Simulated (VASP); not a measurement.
Write the native input for VASP 6.6.1 that does the following.

```
Task                   : single point
Functional             : PBE
Potentials or basis    : VASP PAW PBE potentials, release 64 (Si, Ge_d)
Cutoff                 : 500 eV
k mesh                 : 5 × 5 × 5
Occupations            : gaussian, width 0.2 eV
Spin                   : no spin polarisation
Dipole correction      : no
Further INCAR settings : ALGO = Normal; EDIFF = 1e-06; NBANDS = 31
```

The structure of SiGe3 lies in POSCAR:

```
SiGe3
1.0
    2.4230676033      1.3989587330      3.6065898891
   -2.4230676033      1.3989587330      3.6065898891
    0.0000000000     -2.7979174660      3.6065898891
Si Ge
1 3
Direct
    0.5000000000      0.5000000000      0.5000000000
    0.0000000000      0.0000000000      0.0000000000
    0.2569510377      0.2569510377      0.2569510377
    0.7430489623      0.7430489623      0.7430489623
```

The cell was built from a structure type or drawn by symmetry, and may not be a known phase.

These files were run (other wordings do the same):

INCAR

```
SYSTEM = SiGe3
PREC = Accurate
ENCUT = 500
EDIFF = 1E-6
ISMEAR = 0
SIGMA = 0.2
LREAL = .FALSE.
LASPH = .TRUE.
NELM = 120
ALGO = Normal
ISIF = 2
LWAVE = .FALSE.
LCHARG = .TRUE.
GGA = PE
LELF = .TRUE.
LVHAR = .TRUE.
NBANDS = 31
GGA_COMPAT = .FALSE.
```

KPOINTS

```
Automatic mesh
0
G
  5 5 5
  0 0 0
```

Potentials or basis: VASP PAW PBE potentials, release 64 (Si, Ge_d).

Run with:

```console
$ cat potpaw_PBE.64/Si/POTCAR potpaw_PBE.64/Ge_d/POTCAR > POTCAR
$ mpirun -np 1 vasp_std > vasp.out
```

Results of the run:

- Pressure: -0.3 GPa
- Largest force: 0.034 eV/Å
- Band gap on the k mesh: zero (bands 23 and 24 overlap by 3.46 eV)

Run time: 24 s on 1 thread of Intel(R) Xeon(R) 6975P-C (Granite Rapids) (shared host), peak memory 0.2 GiB.
